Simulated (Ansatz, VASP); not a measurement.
Two plane-wave programs on PbSe

The input INCAR:

```
ALGO = Normal
EDIFF = 1E-7
ENCUT = 520
GGA = PE
ISIF = 2
ISMEAR = -1
LASPH = True
LCHARG = False
LREAL = False
LWAVE = False
NBANDS = 17
NELM = 80
PREC = Accurate
SIGMA = 0.02
```

File KPOINTS:

```
k-points
0
Gamma
  8 8 8
```

POSCAR

```
PbSe
1.0
    0.0000000000      2.9960411529      3.1064987813
    2.9960411529      0.0000000000      3.1064987813
    2.9960411529      2.9960411529      0.0000000000
Pb Se
1 1
Direct
    0.0000000000      0.0000000000      0.0000000000
    0.5000000000      0.5000000000      0.5000000000
```

Input for Ansatz:

```yaml
crystal:
  lattice:
    - [0.0, 2.9960411529, 3.1064987813]
    - [2.9960411529, 0.0, 3.1064987813]
    - [2.9960411529, 2.9960411529, 0.0]
  atoms:
    - { symbol: Pb, position: [0.0, 0.0, 0.0] }
    - { symbol: Se, position: [0.5, 0.5, 0.5] }
kpoints:
  mp_grid: { grid: [8, 8, 8] }
  band_path:
    path:
      - [0.0, 0.0, 0.0]
      - [0.5, 0.0, 0.5]
      - [0.625, 0.25, 0.625]
      - [0.375, 0.375, 0.75]
      - [0.5, 0.5, 0.5]
      - [0.5, 0.25, 0.75]
      - [0.0, 0.0, 0.5]
    npoints: 1
hamiltonian:
  xc: pbe
scf:
  occupations: { method: fermi_dirac, width: 0.02 }
  n_extra_bands: 4
output:
  forces: true
  stress: true
  eigenvalues: true
```

Change from the starting cell: epitaxial_xy strain -3.0%.

Alike in both runs: task single point; functional PBE; k mesh 8 × 8 × 8; occupations fermi-dirac, width 0.02 eV; no spin polarisation.

```csv
,VASP,Ansatz
version,VASP 6.6.1,Ansatz 0.2.0
potentials or method,"VASP PAW PBE potentials, release 64 (Pb_d, Se)","plane waves, PAW"
plane-wave cutoff (eV),520,420
valence electrons in the cell,20,30
```

```csv
,VASP,Ansatz,Ansatz less VASP
pressure (GPa),4.3,4.3,+0.01
"traceless stress, the component that is largest in VASP (GPa)",-3.31,-3.30,+0.010
```

The functional is the same, so the differences come from potentials, cutoffs and numerics. VASP's potentials hold 20 valence electrons a cell and Ansatz's 30, so a difference there can come from the potentials and not from the codes.

Neither program's run includes spin-orbit coupling.
